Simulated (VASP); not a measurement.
Here is a VASP 6.6.1 calculation.

The input INCAR:

```
SYSTEM = Al2InAs3
PREC = Accurate
ENCUT = 520
EDIFF = 1E-6
ISMEAR = 0
SIGMA = 0.02
LREAL = .False.
LASPH = .True.
NELM = 100
ALGO = Normal
ISIF = 2
LWAVE = .False.
LCHARG = .True.
GGA = PE
LELF = .True.
LVHAR = .True.
NBANDS = 26
```

File KPOINTS:

```
regular mesh
0
Gamma
  6 6 4
  0 0 0
```

POSCAR

```
Al2InAs3
1.0
    4.0251769207      0.0000000000      0.0000000000
   -2.0125884604      3.4859054680      0.0000000000
    0.0000000000      0.0000000000      9.8826516688
Al In As
2 1 3
Direct
    0.0000000000      0.0000000000      0.0079984084
    0.6666666667      0.3333333333      0.3275204485
    0.3333333333      0.6666666667      0.6632355292
    0.0000000000      0.0000000000      0.7660306013
    0.3333333333      0.6666666667      0.4020237772
    0.6666666667      0.3333333333      0.0831912352
```

Potentials or basis: VASP PAW PBE potentials, release 64 (Al, In_d, As).

Command:

```sh
$ cat potpaw_PBE.64/Al/POTCAR potpaw_PBE.64/In_d/POTCAR potpaw_PBE.64/As/POTCAR > POTCAR
$ mpirun -np 1 vasp_std > vasp.out
```

Problem. What does it give for the largest force?

Solution. 0.010 eV/Å.

Problem. Estimate the pressure.

Solution. 7.1 GPa.

Forces in eV/Å, atoms in the order of the input:
```
Al   0.000  0.000  0.004
Al   0.000  0.000  0.005
In   0.000  0.000  0.002
As   0.000  0.000 -0.010
As   0.000  0.000  0.003
As   0.000  0.000 -0.004
```
